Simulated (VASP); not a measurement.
Wanted: the native input for a VASP 6.6.1 run.

| Property | Result |
| --- | --- |
| Task | single point |
| Functional | HSE06 |
| Potentials or basis | VASP PAW PBE potentials, release 64 (Ga_d, N) |
| Cutoff | 520 eV |
| k mesh | 6 × 6 × 6 |
| Occupations | fermi-dirac, width 0.05 eV |
| Spin | no spin polarisation |
| Dipole correction | no |
| Grid for exact exchange (PRECFOCK) | Normal |
| Further INCAR settings | ALGO = Normal; EDIFF = 1e-06; NBANDS = 16 |
| Share of exact exchange | 0.25 |
| Screening parameter | 0.2079 1/Å |

GaN:

```xyz
2
Lattice="0.0000 2.1043 2.1043 2.1043 0.0000 2.1043 2.1043 2.1043 0.0000" Properties=species:S:1:pos:R:3 pbc="T T T"
Ga    0.0000    0.0000    0.0000
N     2.1043    2.1043    2.1043
```

One way to write it, as run:

POSCAR

```
GaN
1.0
    0.0000000000      2.1042904843      2.1042904843
    2.1042904843      0.0000000000      2.1042904843
    2.1042904843      2.1042904843      0.0000000000
Ga N
1 1
Direct
    0.0000000000      0.0000000000      0.0000000000
    0.5000000000      0.5000000000      0.5000000000
```

INCAR.step1

```
  ALGO = Normal
  EDIFF = 1E-5
  ENCUT = 520
  GGA = PE
  ISIF = 2
  ISMEAR = -1
  LASPH = T
  LCHARG = F
  LREAL = F
  LWAVE = T
  NBANDS = 16
  NELM = 60
  PREC = Accurate
  SIGMA = 0.05
```

INCAR.step2

```
  ALGO = Normal
  EDIFF = 1E-6
  ENCUT = 520
  GGA = PE
  HFSCREEN = 0.2079
  ISIF = 2
  ISMEAR = -1
  ISTART = 1
  LASPH = T
  LCHARG = F
  LHFCALC = T
  LREAL = F
  LWAVE = F
  NBANDS = 16
  NELM = 60
  PREC = Accurate
  PRECFOCK = Normal
  SIGMA = 0.05
```

KPOINTS

```
k-points
0
Gamma
  6 6 6
```

Potentials or basis: VASP PAW PBE potentials, release 64 (Ga_d, N).

Run with:

```console
$ cat potpaw_PBE.64/Ga_d/POTCAR potpaw_PBE.64/N/POTCAR > POTCAR
$ cp INCAR.step1 INCAR
$ mpirun -np 1 vasp_std > vasp.out
$ cp INCAR.step2 INCAR
$ mpirun -np 1 vasp_std > vasp.out
```

It gave:

The pressure is 1.1 GPa and the band gap on the k mesh is 1.93 eV (least direct gap 4.24 eV).

Caveat: the k points lie up to 0.43 Å⁻¹ apart; the PAW data sets were made with another functional, which shifts forces and pressure a little.

Run time: 28 min on 1 thread of AMD EPYC 7R43 64-Core Processor (Zen 3), on a shared host, peak memory 0.22 GiB.
